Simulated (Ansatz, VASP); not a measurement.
**One calculation of Zr5N, two programs**

```
Zr N
1.0
     3.16553    0.00000    0.00000
    -1.58276    2.74143    0.00000
     0.00000    0.00000   13.66619
Zr N
5 1
Cartesian
  1.5828 0.9138 12.2025
  0.0000 1.8276 9.4820
  1.5828 0.9138 6.8331
  0.0000 1.8276 4.1842
  1.5828 0.9138 1.4637
  0.0000 1.8276 0.0000
```

Change from the starting cell: species swapped into the CeMg5 type (P-6m2, No. 187).

Alike in both runs: functional PBE; k mesh 6 × 6 × 2; occupations gaussian, width 0.1 eV; no spin polarisation.

Ansatz relaxed the structure, and its values are those at the end. VASP's run is a single point on that final structure, the one shown.

```csv
,VASP,Ansatz
version,VASP 6.6.1,Ansatz 0.2.0
potentials or method,"VASP PAW PBE potentials, release 64 (Zr_sv, N), cutoff 520 eV","scalar-relativistic, plane waves, PAW"
valence electrons in the cell,65,65
```

|  | VASP | Ansatz | Ansatz less VASP |
| --- | --- | --- | --- |
| gap on the k mesh at the Fermi level (eV) | none | none | - |
| pressure (GPa) | 0.0 | 0.0 | -0.05 |
| rms of the force components (eV/Å) | 0.010 | 0.004 | -0.0060 |

A gap of «none» marks a metal or a gap that the smearing closes.

The k mesh is coarse, so the values compare programs but aren't converged.
